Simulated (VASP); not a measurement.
A run of VASP 6.6.1:

The input INCAR:

```
SYSTEM = MnO
PREC = Accurate
ENCUT = 520
EDIFF = 1E-6
ISMEAR = -1
SIGMA = 0.02
LREAL = .FALSE.
LASPH = .TRUE.
NELM = 150
ALGO = Normal
ISIF = 2
LWAVE = .FALSE.
LCHARG = .FALSE.
ISPIN = 2
MAGMOM = 1 0
LORBIT = 11
NUPDOWN = 1.0
LMAXMIX = 4
LDAU = .TRUE.
LDAUTYPE = 2
LDAUL = 2 -1
LDAUU = 2.8 0
LDAUJ = 0 0
LDAUPRINT = 1
GGA = PE
NBANDS = 20
```

File KPOINTS:

```
regular mesh
0
G
  9 9 9
  0 0 0
```

File POSCAR:

```
MnO
1.0
    0.0000000000      2.2400000000      2.2400000000
    2.2400000000      0.0000000000      2.2400000000
    2.2400000000      2.2400000000      0.0000000000
Mn O
1 1
Direct
    0.0000000000      0.0000000000      0.0000000000
    0.5000000000      0.5000000000      0.5000000000
```

Potentials or basis: VASP PAW PBE potentials, release 64 (Mn_pv, O).

Launch:

```console
$ cat potpaw_PBE.64/Mn_pv/POTCAR potpaw_PBE.64/O/POTCAR > POTCAR
$ mpirun -np 1 vasp_std > vasp.out
```

Hardware: 1 thread of Intel(R) Xeon(R) Platinum 8488C (Sapphire Rapids), on a shared host.

How long does it take, and how much memory?

It took 20 s on 1 thread of Intel(R) Xeon(R) Platinum 8488C (Sapphire Rapids), with other jobs on the host, peak memory 0.15 GiB. Counts: scf iterations 20, k points 35.
